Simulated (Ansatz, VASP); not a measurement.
TiAl3 in VASP and in Ansatz

Contents of INCAR:

```
PREC = Accurate
ENCUT = 520
EDIFF = 1E-6
ISMEAR = 0
SIGMA = 0.15
LREAL = False
LASPH = True
NELM = 60
ALGO = Fast
ISIF = 2
LWAVE = False
LCHARG = True
GGA = CA
LELF = True
LVHAR = True
NBANDS = 18
```

KPOINTS

```
regular mesh
0
Gamma
  16 16 16
```

File POSCAR:

```
TiAl3
1.0
   -1.8358887659      1.8358887659      4.0130692535
    1.8358887659     -1.8358887659      4.0130692535
    1.8358887659      1.8358887659     -4.0130692535
Ti Al
1 3
Direct
    0.0000000000      0.0000000000      0.0000000000
    0.5000000000      0.5000000000      0.0000000000
    0.7500000000      0.2500000000      0.5000000000
    0.2500000000      0.7500000000      0.5000000000
```

Input for Ansatz:

```yaml
crystal:
  lattice:
    - [-1.8358887659, 1.8358887659, 4.0130692535]
    - [1.8358887659, -1.8358887659, 4.0130692535]
    - [1.8358887659, 1.8358887659, -4.0130692535]
  atoms:
    - { symbol: Ti, position: [0.0, 0.0, 0.0] }
    - { symbol: Al, position: [0.5, 0.5, 0.0] }
    - { symbol: Al, position: [0.75, 0.25, 0.5] }
    - { symbol: Al, position: [0.25, 0.75, 0.5] }
basis:
  ecutwfc: 520.0
kpoints:
  mp_grid: { grid: [16, 16, 16] }
hamiltonian:
  xc: lda
  pseudopotentials: { kind: paw, azcp: { folder: soft_1 } }
scf:
  occupations: { method: gaussian, width: 0.15 }
output:
  forces: true
  stress: true
  eigenvalues: true
```

Alike in both runs: task single point; functional LDA; k mesh 16 × 16 × 16; occupations gaussian, width 0.15 eV; no spin polarisation.

|  | VASP | Ansatz |
| --- | --- | --- |
| version | VASP 6.6.1 | Ansatz 0.2.0 |
| potentials or method | VASP PAW LDA potentials, release 64 (Ti_sv, Al), cutoff 520 eV | scalar-relativistic, plane waves, PAW |
| valence electrons in the cell | 21 | 21 |

|  | VASP | Ansatz | Ansatz less VASP |
| --- | --- | --- | --- |
| gap on the k mesh at the Fermi level (eV) | none | none | - |
| pressure (GPa) | 16.8 | 16.5 | -0.27 |
| traceless stress, the component that is largest in VASP (GPa) | 3.84 | 3.86 | +0.014 |

Ansatz warns that its potentials were made for another functional, while VASP's fit it. LDA's correlation is that of Perdew and Zunger in VASP and of Perdew and Wang (1992) in Ansatz. A gap of «none» marks a metal or a gap that the smearing closes.
